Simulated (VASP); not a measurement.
WAu:

```
W Au
1.0
     0.00000    2.90921    2.90921
     2.90921    0.00000    2.90921
     2.90921    2.90921    0.00000
W Au
1 1
Cartesian
  0.0000 0.0000 0.0000
  4.3638 4.3638 4.3638
```

| Property | Result |
| --- | --- |
| Program | VASP 6.6.1 |
| Task | relaxation of cell and atoms |
| Functional | r2SCAN |
| Potentials or basis | VASP PAW PBE potentials, release 64 (W_sv, Au) |
| Cutoff | 600 eV |
| k mesh | 8 × 8 × 8 |
| Occupations | fermi-dirac, width 0.05 eV |
| Spin | no spin polarisation |

At the start: pressure -2.9 GPa; volume 24.62 Å³/atom.

Question: How do energy, volume and symmetry change on relaxing?

Answer: Over 3 steps the energy falls by 4.9 meV/atom and the volume is 24.10 Å³/atom (-2.1 %); space group F-43m (No. 216, to 0.1 Å) before and after.

Step by step:
| step | energy change (eV) | largest force (eV/Å) | pressure (GPa) | volume (Å³) |
| --- | --- | --- | --- | --- |
| 1 | 0.0000 | 0.0000 | -2.88 | 49.24 |
| 2 | 0.0314 | 0.0000 | 6.76 | 46.16 |
| 3 | -0.0097 | 0.0000 | -0.03 | 48.20 |

Final structure:
```cif
data_structure
_symmetry_space_group_name_H-M 'P 1'
_symmetry_Int_Tables_number 1
_cell_length_a 4.0851
_cell_length_b 4.0851
_cell_length_c 4.0851
_cell_angle_alpha 60.000
_cell_angle_beta 60.000
_cell_angle_gamma 60.000
_cell_volume 48.20
loop_
_atom_site_label
_atom_site_type_symbol
_atom_site_fract_x
_atom_site_fract_y
_atom_site_fract_z
_atom_site_occupancy
W1 W 0.00000 0.00000 0.00000 1
Au1 Au 0.75000 0.75000 0.75000 1
```

Caveat: the PAW data sets were made with another functional, which shifts forces and pressure a little.
